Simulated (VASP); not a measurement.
# TiO2 (P4_2nm) in VASP: single point with r2SCAN+U

Aim: the single point of TiO2 with r2SCAN+U.

Everything below comes from runs of VASP 6.6.1. Logs are shortened: lines on timing, memory, paths and dates and some standing lists are left out, and cuts for length are marked.

**1. The cell of the first run**

Symmetry: P4_2nm, No. 102, tetragonal system. The conventional cell has a = 4.597 Å, b = 4.597 Å, c = 2.993 Å, α = 90.00°, β = 90.00°, γ = 90.00°. Within 2.5 Å of Ti (site symmetry 2mm) lie 6 O at 1.90 to 2.03 Å. O (site symmetry m) has 3 Ti at 1.90 to 2.03 Å and 1 O at 2.53 Å within 2.6 Å.

**2. Single point, r2SCAN+U (atoms displaced along a vibrational mode)**

POSCAR

```
TiO2
1.0
    4.5973635523      0.0000000000      0.0000000000
    0.0000000000      4.5973635523      0.0000000000
    0.0000000000      0.0000000000      2.9928841877
Ti O
2 4
Direct
    0.0000000000      0.0000000000      0.0111677766
    0.5000000000      0.5000000000      0.5111677766
    0.3051400959      0.3051400959     -0.0167062929
    0.1948599041      0.8051400959      0.4832937071
    0.6948599041      0.6948599041     -0.0167062929
    0.8051400959      0.1948599041      0.4832937071
```

INCAR.step1

```
SYSTEM = TiO2
ALGO     = Normal         ! electronic algorithm
EDIFF    = 1E-4           ! SCF threshold, eV
ENCUT    = 520            ! plane-wave cutoff, eV
GGA      = PE             ! functional
ISMEAR   = 0              ! smearing method
LASPH    = .TRUE.         ! aspherical terms in the spheres
LCHARG   = .FALSE.        ! write CHGCAR
LDAU     = .TRUE.         ! DFT+U
LDAUJ    = 0 0          
LDAUL    = 2 -1           ! shell
LDAUTYPE = 2            
LDAUU    = 4 0            ! U, eV
LMAXMIX  = 4              ! l up to which the mixer works
LREAL    = .FALSE.        ! projectors in reciprocal space
LWAVE    = .TRUE.         ! write WAVECAR
NBANDS   = 33             ! bands
NELM     = 150            ! most SCF steps
PREC     = Accurate       ! precision mode
SIGMA    = 0.05           ! smearing width, eV
```

INCAR.step2

```
SYSTEM = TiO2
ALGO     = Normal         ! electronic algorithm
EDIFF    = 1E-7           ! SCF threshold, eV
ENCUT    = 520            ! plane-wave cutoff, eV
ISIF     = 2              ! what is computed and relaxed
ISMEAR   = 0              ! smearing method
ISTART   = 1            
LASPH    = .TRUE.         ! aspherical terms in the spheres
LCHARG   = .TRUE.         ! write CHGCAR
LDAU     = .TRUE.         ! DFT+U
LDAUJ    = 0 0          
LDAUL    = 2 -1           ! shell
LDAUPRINT= 1            
LDAUTYPE = 2            
LDAUU    = 4 0            ! U, eV
LELF     = .TRUE.         ! ELF
LMAXMIX  = 4              ! l up to which the mixer works
LMIXTAU  = .TRUE.       
LREAL    = .FALSE.        ! projectors in reciprocal space
LVHAR    = .TRUE.       
LWAVE    = .FALSE.        ! write WAVECAR
METAGGA  = R2SCAN         ! meta-GGA
NBANDS   = 33             ! bands
NELM     = 150            ! most SCF steps
PREC     = Accurate       ! precision mode
SIGMA    = 0.05           ! smearing width, eV
```

KPOINTS

```
k-points
0
G
  6 6 8
  0 0 0
```

Potentials or basis: VASP PAW PBE potentials, release 64 (Ti_sv, O).

Command:

```console
$ cat potpaw_PBE.64/Ti_sv/POTCAR potpaw_PBE.64/O/POTCAR > POTCAR
$ cp INCAR.step1 INCAR
$ mpirun -np 1 vasp_std > vasp.out
$ cp INCAR.step2 INCAR
$ mpirun -np 1 vasp_std > vasp.out
```

OUTCAR:

```text
SYSTEM = TiO2
   EDIFF = 1E-7
   ENCUT = 520
   ISIF = 2
   ISMEAR = 0
   ISTART = 1
   LASPH = .TRUE.
   LREAL = .FALSE.
   METAGGA = R2SCAN
   NELM = 150
   PREC = Accurate

 ion  position               nearest neighbor table
   1  0.000  0.000  0.011-   4 1.90   6 1.90   5 1.99   3 1.99   4 2.03   6 2.03
   2  0.500  0.500  0.511-   3 1.90   5 1.90   4 1.99   6 1.99   3 2.03   5 2.03
   3  0.305  0.305  0.983-   2 1.90   1 1.99   2 2.03
   4  0.195  0.805  0.483-   1 1.90   2 1.99   1 2.03
   5  0.695  0.695  0.983-   2 1.90   1 1.99   2 2.03
   6  0.805  0.195  0.483-   1 1.90   2 1.99   1 2.03

  LATTYP: Found a simple tetragonal cell.
 ALAT       =     4.5973635523
 C/A-ratio  =     0.6510001121

  Lattice vectors:

 A1 = (   4.5973635523,   0.0000000000,   0.0000000000)
 A2 = (   0.0000000000,   4.5973635523,   0.0000000000)
 A3 = (   0.0000000000,   0.0000000000,   2.9928841877)

Analysis of symmetry for initial positions (statically):
=====================================================================
 Subroutine PRICEL returns:
 Original cell was already a primitive cell.

 Routine SETGRP: Setting up the symmetry group for a
 simple tetragonal supercell.

 Subroutine GETGRP returns: Found  8 space group operations
 (whereof  4 operations were pure point group operations)
 out of a pool of 16 trial point group operations.

The static configuration has the point symmetry C_2v.
 The point group associated with its full space group is C_4v.

Analysis of symmetry for dynamics (positions and initial velocities):
=====================================================================
 Subroutine PRICEL returns:
 Original cell was already a primitive cell.

 Routine SETGRP: Setting up the symmetry group for a
 simple tetragonal supercell.

 Subroutine GETGRP returns: Found  8 space group operations
 (whereof  4 operations were pure point group operations)
 out of a pool of 16 trial point group operations.

The dynamic configuration has the point symmetry C_2v.
 The point group associated with its full space group is C_4v.

 Subroutine INISYM returns: Found  8 space group operations
 (whereof  4 operations are pure point group operations),
 and found     1 'primitive' translations

----------------------------------------------------------------------------------------

                                     Primitive cell

  volume of cell :      63.2569

  direct lattice vectors                    reciprocal lattice vectors
     4.597363552  0.000000000  0.000000000     0.217515972  0.000000000  0.000000000
     0.000000000  4.597363552  0.000000000     0.000000000  0.217515972  0.000000000
     0.000000000  0.000000000  2.992884188     0.000000000  0.000000000  0.334125859

  length of vectors
     4.597363552  4.597363552  2.992884188     0.217515972  0.217515972  0.334125859

  position of ions in fractional coordinates (direct lattice)
     0.000000000  0.000000000  0.011167777
     0.500000000  0.500000000  0.511167777
     0.305140096  0.305140096  0.983293707
     0.194859904  0.805140096  0.483293707
     0.694859904  0.694859904  0.983293707
     0.805140096  0.194859904  0.483293707

  ion indices of the primitive-cell ions
   primitive index   ion index
                 1           1
                 2           2
                 3           3
                 4           4
                 5           5
                 6           6

----------------------------------------------------------------------------------------

 KPOINTS: k-points

[... 92 lines left out ...]
 LDA+U is selected, type is set to LDAUTYPE =  2
   angular momentum for each species LDAUL =     2   -1
   U (eV)           for each species LDAUU =   4.0  0.0
   J (eV)           for each species LDAUJ =   0.0  0.0
   METAGGA = R2SCAN    functional components
   LHFCALC =     F    Hartree Fock is set to
   AEXX    =    0.0000 exact exchange contribution
   IVDW    =     0    specifies the selected vdW correction
   LEPSILON=     F    determine dielectric tensor
   LRPA    =     F    only Hartree local field effects (RPA)
 non-spin polarized calculation
 Gauss-broadening in eV      SIGMA  =   0.05
  energy-cutoff  :      520.00
  volume of cell :       63.26
 maximum number of plane-waves:      1724
 NGX is ok and might be reduce to    36
   NGX = 17   NGY = 17   NGZ = 11

atom =   1  type =  1  l = 2

 onsite density matrix

spin component  1

  0.1910  0.0000 -0.0754  0.0000  0.0000
  0.0000  0.1792  0.0000 -0.0886  0.0000
 -0.0754  0.0000  0.1246  0.0000 -0.0000
  0.0000 -0.0886  0.0000  0.1792  0.0000
  0.0000  0.0000 -0.0000  0.0000  0.0911

spin component  2

  0.1910  0.0000 -0.0754  0.0000  0.0000
  0.0000  0.1792  0.0000 -0.0886  0.0000
 -0.0754  0.0000  0.1246  0.0000 -0.0000
  0.0000 -0.0886  0.0000  0.1792  0.0000
  0.0000  0.0000 -0.0000  0.0000  0.0911

 occupancies and eigenvectors

  o =  0.0753  v = -0.5464  0.0000 -0.8375  0.0000  0.0000  0.0000  0.0000  0.0000  0.0000  0.0000      0.0000  0.0000  0.0000  0.0000  0.0000  0.0000  0.0000  0.0000  0.0000  0.0000
  o =  0.0753  v =  0.0000  0.0000  0.0000  0.0000  0.0000 -0.5464  0.0000 -0.8375  0.0000  0.0000      0.0000  0.0000  0.0000  0.0000  0.0000  0.0000  0.0000  0.0000  0.0000  0.0000
  o =  0.0906  v =  0.0000 -0.7071  0.0000 -0.7071  0.0000  0.0000  0.0000  0.0000  0.0000  0.0000      0.0000  0.0000  0.0000  0.0000  0.0000  0.0000  0.0000  0.0000  0.0000  0.0000
  o =  0.0906  v =  0.0000  0.0000  0.0000  0.0000  0.0000  0.0000 -0.7071  0.0000 -0.7071  0.0000      0.0000  0.0000  0.0000  0.0000  0.0000  0.0000  0.0000  0.0000  0.0000  0.0000
  o =  0.0911  v =  0.0000  0.0000  0.0000  0.0000  1.0000  0.0000  0.0000  0.0000  0.0000  0.0000      0.0000  0.0000  0.0000  0.0000  0.0000  0.0000  0.0000  0.0000  0.0000  0.0000
  o =  0.0911  v =  0.0000  0.0000  0.0000  0.0000  0.0000  0.0000  0.0000  0.0000  0.0000  1.0000      0.0000  0.0000  0.0000  0.0000  0.0000  0.0000  0.0000  0.0000  0.0000  0.0000
  o =  0.2402  v = -0.8375  0.0000  0.5464  0.0000  0.0000  0.0000  0.0000  0.0000  0.0000  0.0000      0.0000  0.0000  0.0000  0.0000  0.0000  0.0000  0.0000  0.0000  0.0000  0.0000
  o =  0.2402  v =  0.0000  0.0000  0.0000  0.0000  0.0000 -0.8375  0.0000  0.5464  0.0000  0.0000      0.0000  0.0000  0.0000  0.0000  0.0000  0.0000  0.0000  0.0000  0.0000  0.0000
  o =  0.2678  v =  0.0000  0.0000  0.0000  0.0000  0.0000  0.0000  0.7071  0.0000 -0.7071  0.0000      0.0000  0.0000  0.0000  0.0000  0.0000  0.0000  0.0000  0.0000  0.0000  0.0000
  o =  0.2678  v =  0.0000  0.7071  0.0000 -0.7071  0.0000  0.0000  0.0000  0.0000  0.0000  0.0000      0.0000  0.0000  0.0000  0.0000  0.0000  0.0000  0.0000  0.0000  0.0000  0.0000

atom =   2  type =  1  l = 2

 onsite density matrix

spin component  1

  0.1910  0.0000  0.0754  0.0000  0.0000
  0.0000  0.1792  0.0000  0.0886  0.0000
  0.0754  0.0000  0.1246  0.0000  0.0000
  0.0000  0.0886  0.0000  0.1792  0.0000
  0.0000  0.0000  0.0000  0.0000  0.0911

spin component  2

  0.1910  0.0000  0.0754  0.0000  0.0000
  0.0000  0.1792  0.0000  0.0886  0.0000
  0.0754  0.0000  0.1246  0.0000  0.0000
  0.0000  0.0886  0.0000  0.1792  0.0000
  0.0000  0.0000  0.0000  0.0000  0.0911

 occupancies and eigenvectors

  o =  0.0753  v = -0.5464  0.0000  0.8375  0.0000 -0.0000  0.0000  0.0000  0.0000  0.0000  0.0000      0.0000  0.0000  0.0000  0.0000  0.0000  0.0000  0.0000  0.0000  0.0000  0.0000
  o =  0.0753  v =  0.0000  0.0000  0.0000  0.0000  0.0000 -0.5464  0.0000  0.8375  0.0000 -0.0000      0.0000  0.0000  0.0000  0.0000  0.0000  0.0000  0.0000  0.0000  0.0000  0.0000
  o =  0.0906  v =  0.0000  0.7071  0.0000 -0.7071  0.0000  0.0000  0.0000  0.0000  0.0000  0.0000      0.0000  0.0000  0.0000  0.0000  0.0000  0.0000  0.0000  0.0000  0.0000  0.0000
  o =  0.0906  v =  0.0000  0.0000  0.0000  0.0000  0.0000  0.0000  0.7071  0.0000 -0.7071  0.0000      0.0000  0.0000  0.0000  0.0000  0.0000  0.0000  0.0000  0.0000  0.0000  0.0000
  o =  0.0911  v = -0.0000  0.0000  0.0000  0.0000  1.0000  0.0000  0.0000  0.0000  0.0000  0.0000      0.0000  0.0000  0.0000  0.0000  0.0000  0.0000  0.0000  0.0000  0.0000  0.0000
  o =  0.0911  v =  0.0000  0.0000  0.0000  0.0000  0.0000 -0.0000  0.0000  0.0000  0.0000  1.0000      0.0000  0.0000  0.0000  0.0000  0.0000  0.0000  0.0000  0.0000  0.0000  0.0000
  o =  0.2402  v = -0.8375  0.0000 -0.5464  0.0000 -0.0000  0.0000  0.0000  0.0000  0.0000  0.0000      0.0000  0.0000  0.0000  0.0000  0.0000  0.0000  0.0000  0.0000  0.0000  0.0000
  o =  0.2402  v =  0.0000  0.0000  0.0000  0.0000  0.0000 -0.8375  0.0000 -0.5464  0.0000 -0.0000      0.0000  0.0000  0.0000  0.0000  0.0000  0.0000  0.0000  0.0000  0.0000  0.0000
  o =  0.2678  v =  0.0000  0.0000  0.0000  0.0000  0.0000  0.0000 -0.7071  0.0000 -0.7071  0.0000      0.0000  0.0000  0.0000  0.0000  0.0000  0.0000  0.0000  0.0000  0.0000  0.0000
  o =  0.2678  v =  0.0000 -0.7071  0.0000 -0.7071  0.0000  0.0000  0.0000  0.0000  0.0000  0.0000      0.0000  0.0000  0.0000  0.0000  0.0000  0.0000  0.0000  0.0000  0.0000  0.0000

 number of electron      48.0000029 magnetization

 Free energy of the ion-electron system (eV)
  ---------------------------------------------------
  ext. energy  EPLUGINS =         0.00000000
  ---------------------------------------------------
  free energy    TOTEN  =       -64.65998693 eV

  energy without entropy =      -64.65998693  energy(sigma->0) =      -64.65998693

 E-fermi :   5.1022     XC(G=0): -12.0852

 val. band max:        4.6909108255   @ k =   0.0000   0.0000   0.0000
 cond. band min:       7.6169801774   @ k =   0.5000   0.5000   0.0000
 fundamental gap:      2.9260693518
 Fermi energy:         5.1021690545

 k-point     1 :       0.0000    0.0000    0.0000
  band No.  band energies     occupation
      1     -55.4611      2.00000
      2     -55.4451      2.00000
      3     -30.6634      2.00000
      4     -30.6634      2.00000
      5     -30.5057      2.00000
      6     -30.5057      2.00000
[... 853 lines left out ...]
     32      10.0173      0.00000
     33      11.6671      0.00000

 [... further k-points ...]

------------------------ aborting loop because EDIFF is reached ----------------------------------------

  FORCE on cell =-STRESS in cart. coord.  units (eV):
  Direction    XX          YY          ZZ          XY          YZ          ZX
  --------------------------------------------------------------------------------------
  -------------------------------------------------------------------------------------
  Total        2.1333113      2.1333113      2.7870799      0.0000000      0.0000000      0.0000000
  in kB       54.0327661     54.0327661     70.5914962      0.0000000      0.0000000      0.0000000
  external PRESSURE =      59.5523428 kB  Pullay stress =       0.0000000 kB

 VOLUME and BASIS-vectors are now :
 -----------------------------------------------------------------------------
  energy-cutoff  :      520.00
  volume of cell :       63.26
      direct lattice vectors                 reciprocal lattice vectors
     4.597363552  0.000000000  0.000000000     0.217515972  0.000000000  0.000000000
     0.000000000  4.597363552  0.000000000     0.000000000  0.217515972  0.000000000
     0.000000000  0.000000000  2.992884188     0.000000000  0.000000000  0.334125859

 POSITION                                       TOTAL-FORCE (eV/Angst)
 -----------------------------------------------------------------------------------
      0.00000      0.00000      0.03342        -0.000000     -0.000000     -0.759800
      2.29868      2.29868      1.52987        -0.000000     -0.000000     -0.759800
      1.40284      1.40284      2.94288        -0.184145     -0.184145      0.379900
      0.89584      3.70152      1.44644         0.184145     -0.184145      0.379900
      3.19452      3.19452      2.94288         0.184145      0.184145      0.379900
      3.70152      0.89584      1.44644        -0.184145      0.184145      0.379900
 -----------------------------------------------------------------------------------
    total drift:                                0.000000      0.000000      0.000587

  FREE ENERGIE OF THE ION-ELECTRON SYSTEM (eV)
  ---------------------------------------------------
  free  energy   TOTEN  =       -64.6599869314 eV

  energy  without entropy=      -64.6599869314  energy(sigma->0) =      -64.65998693
```

Wall time 4.8 min (1 thread of Intel Xeon Platinum 8259CL at 2.50GHz (Skylake/Cascade Lake), shared host); peak memory 0.23 GiB.

What came out:

| Quantity | Value |
| --- | --- |
| Free energy | -64.6600 eV |
| Pressure | 6.0 GPa |
| Largest force | 0.760 eV/Å |
| Band gap on the k mesh | 2.93 eV (least direct gap 2.94 eV) |

Forces on the atoms (eV/Å):
```
Ti   0.000  0.000 -0.760
Ti   0.000  0.000 -0.760
O   -0.184 -0.184  0.380
O    0.184 -0.184  0.380
O    0.184  0.184  0.380
O   -0.184  0.184  0.380
```

Stress tensor (GPa, compression positive):
```
5.40 0.00 0.00
0.00 5.40 0.00
0.00 0.00 7.06
```

Eigenvalues of the final occupation matrices:
| site | spin | trace | eigenvalues |
| --- | --- | --- | --- |
| site 1 d | 1 | 0.77 | 0.08 0.09 0.09 0.24 0.27 |
| site 1 d | 2 | 0.77 | 0.08 0.09 0.09 0.24 0.27 |
| site 2 d | 1 | 0.77 | 0.08 0.09 0.09 0.24 0.27 |
| site 2 d | 2 | 0.77 | 0.08 0.09 0.09 0.24 0.27 |

Caveat: the cell differs from its parent crystal (atoms displaced along a vibrational mode); the cell stands under pressure; the PAW data sets were made with another functional, which shifts forces and pressure a little.
